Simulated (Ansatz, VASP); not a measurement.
## Li3ClO: VASP beside Ansatz

```
CELL_PARAMETERS angstrom
4.51185 0.00000 0.00000
0.00000 4.51185 0.00000
0.00000 0.00000 2.93270
ATOMIC_POSITIONS crystal
Li 0.00000 0.50000 0.50000
Li 0.50000 0.00000 0.50000
Li 0.50000 0.50000 0.00000
Cl 0.00000 0.00000 0.00000
O 0.50000 0.50000 0.50000
```

Alike in both runs: task single point; functional LDA; k mesh 6 × 6 × 6; occupations gaussian, width 0.05 eV; no spin polarisation.

```csv
,VASP,Ansatz
version,VASP 6.6.1,Ansatz 0.2.0
potentials or method,"VASP PAW LDA potentials, release 64 (Li_sv, Cl, O), cutoff 520 eV","scalar-relativistic, plane waves, PAW"
valence electrons in the cell,22,22
```

|  | VASP | Ansatz | Ansatz less VASP |
| --- | --- | --- | --- |
| gap on the k mesh at the Fermi level (eV) | 2.94 | 2.95 | +0.010 |
| least direct gap on the mesh (eV) | 3.23 | 3.26 | +0.025 |

LDA's correlation is that of Perdew and Zunger in VASP and of Perdew and Wang (1992) in Ansatz.

Noted on VASP's run: the cutoff is short for stress, so the pressure is rough.
